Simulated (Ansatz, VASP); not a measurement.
**ZnO: VASP beside Ansatz**

File INCAR:

```
SYSTEM = ZnO
PREC = Accurate
ENCUT = 520
EDIFF = 1E-8
ISMEAR = -1
SIGMA = 0.02
LREAL = .False.
LASPH = .True.
NELM = 60
ALGO = Normal
ISIF = 2
LWAVE = .False.
LCHARG = .False.
GGA = PE
LEFG = .True.
NBANDS = 26
```

Contents of KPOINTS:

```
Automatic mesh
0
Gamma
  11 11 6
  0 0 0
```

File POSCAR:

```
ZnO
1.0
    3.2493987239      0.0000000000      0.0000000000
   -1.6246993619      2.8140618419      0.0000000000
    0.0000000000      0.0000000000      5.3078760000
Zn O
2 2
Direct
    0.3333333333      0.6666666667      0.0000000000
    0.6666666667      0.3333333333      0.5000000000
    0.3333333333      0.6666666667      0.3821000000
    0.6666666667      0.3333333333      0.8821000000
```

Input for Ansatz:

```yaml
crystal:
  lattice:
    - [3.2493987239, 0.0, 0.0]
    - [-1.6246993619, 2.8140618419, 0.0]
    - [0.0, 0.0, 5.307876]
  atoms:
    - { symbol: Zn, position: [0.3333333333, 0.6666666667, 0.0] }
    - { symbol: Zn, position: [0.6666666667, 0.3333333333, 0.5] }
    - { symbol: O, position: [0.3333333333, 0.6666666667, 0.3821] }
    - { symbol: O, position: [0.6666666667, 0.3333333333, 0.8821] }
kpoints:
  mp_grid: { grid: [11, 11, 6] }
scf:
  occupations: { method: fermi_dirac, width: 0.02 }
hamiltonian:
  xc: pbe
  pseudopotentials: { kind: all_electron, datasets: crystal }
output:
  forces: true
  stress: true
  eigenvalues: true
  efg: { contact_densities: true }
```

Change from the starting cell: zz strain of +2 %, crystal datasets.

Alike in both runs: task electric field gradients; functional PBE; k mesh 11 × 11 × 6; occupations fermi-dirac, width 0.02 eV; no spin polarisation.

```csv
,VASP,Ansatz
version,VASP 6.6.1,Ansatz 0.2.0
potentials or method,"VASP PAW PBE potentials, release 64 (Zn, O), cutoff 520 eV","all-electron PAW with datasets made for the crystal, scalar-relativistic"
```

|  | VASP | Ansatz | Ansatz less VASP |
| --- | --- | --- | --- |
| gap on the k mesh at the Fermi level (eV) | 0.73 | 0.77 | +0.031 |
| pressure (GPa) | 3.2 | 2.1 | -1.07 |
| traceless stress, the component that is largest in VASP (GPa) | -2.57 | -2.42 | +0.149 |
| rms of the force components (eV/Å) | 0.108 | 0.101 | -0.0077 |
| size of Vzz on the site where it differs most (V/Å²) | 16.2 | 15.7 | -0.47 |

Atom by atom the forces differ by 0.008 eV/Å (rms over components). Ansatz ran all-electron here, and VASP with PAW potentials.
